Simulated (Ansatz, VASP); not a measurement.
Na4AlPS4 in VASP and in Ansatz

```
Na Al P S
1.0
     0.00000    5.19813    5.19813
     5.19813    0.00000    5.19813
     5.19813    5.19813    0.00000
Na Al P S
4 1 1 4
Direct
  0.37334 0.37334 0.87997
  0.87997 0.37334 0.37334
  0.37334 0.37334 0.37334
  0.37334 0.87997 0.37334
  0.00000 0.00000 0.00000
  0.75000 0.75000 0.75000
  0.87416 0.87416 0.37751
  0.37751 0.87416 0.87416
  0.87416 0.87416 0.87416
  0.87416 0.37751 0.87416
```

Alike in both runs: functional PBE; k mesh 4 × 4 × 4; occupations gaussian, width 0.1 eV; no spin polarisation.

Ansatz relaxed the structure, and its values are those at the end. VASP's run is a single point on that final structure, the one shown.

```csv
,VASP,Ansatz
version,VASP 6.6.1,Ansatz 0.2.0
potentials or method,"VASP PAW PBE potentials, release 64 (Na_pv, Al, P, S), cutoff 520 eV","scalar-relativistic, plane waves, PAW"
valence electrons in the cell,60,68
```

Ansatz gave:

* gap on the k mesh at the Fermi level (eV): none
* pressure (GPa): 0.3
* rms of the force components (eV/Å): 0.007

Q: Which values does VASP return?

A: gap on the k mesh at the Fermi level (eV): none; pressure (GPa): 0.3; rms of the force components (eV/Å): 0.011.

A gap of «none» marks a metal or a gap that the smearing closes. With one functional, cell and mesh, what is left measures potentials, basis and numerics. VASP's potentials hold 60 valence electrons a cell and Ansatz's 68, so a difference there can come from the potentials and not from the codes.
